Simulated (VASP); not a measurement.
A run of VASP 6.6.1 is set up as follows.

Contents of INCAR:

```
SYSTEM = PtF3
PREC = Accurate ; ENCUT = 520
EDIFF = 1E-6 ; ISMEAR = 0
SIGMA = 0.1 ; LREAL = .False.
LASPH = .True. ; NELM = 150
ALGO = Normal ; ISIF = 2
LWAVE = .False. ; LCHARG = .False.
ISPIN = 2 ; MAGMOM = 1.92 0.41 0.41 0.41
LORBIT = 11 ; LMAXMIX = 4
GGA = PE ; NBANDS = 28
```

Contents of KPOINTS:

```
regular mesh
0
Gamma
  6 6 6
  0 0 0
```

Contents of POSCAR:

```
PtF3
1.0
    3.5063171906      0.0000000000      0.0000000000
    0.0000000000      3.5063171906      0.0000000000
    0.0000000000      0.0000000000      3.5063171906
Pt F
1 3
Direct
    0.0000000000      0.0000000000      0.0000000000
    0.0000000000      0.5000000000      0.5000000000
    0.5000000000      0.0000000000      0.5000000000
    0.5000000000      0.5000000000      0.0000000000
```

Potentials or basis: VASP PAW PBE potentials, release 64 (Pt, F).

Launch:

```console
$ cat potpaw_PBE.64/Pt/POTCAR potpaw_PBE.64/F/POTCAR > POTCAR
$ mpirun -np 1 vasp_std > vasp.out
```

Question: What does it give for the net moment?

Answer: 2.87 μB per cell.

Question: What does it give for the site moments?

Answer: Pt +1.80; F +0.33 μB.

Question: Estimate the pressure.

Answer: -0.6 GPa.
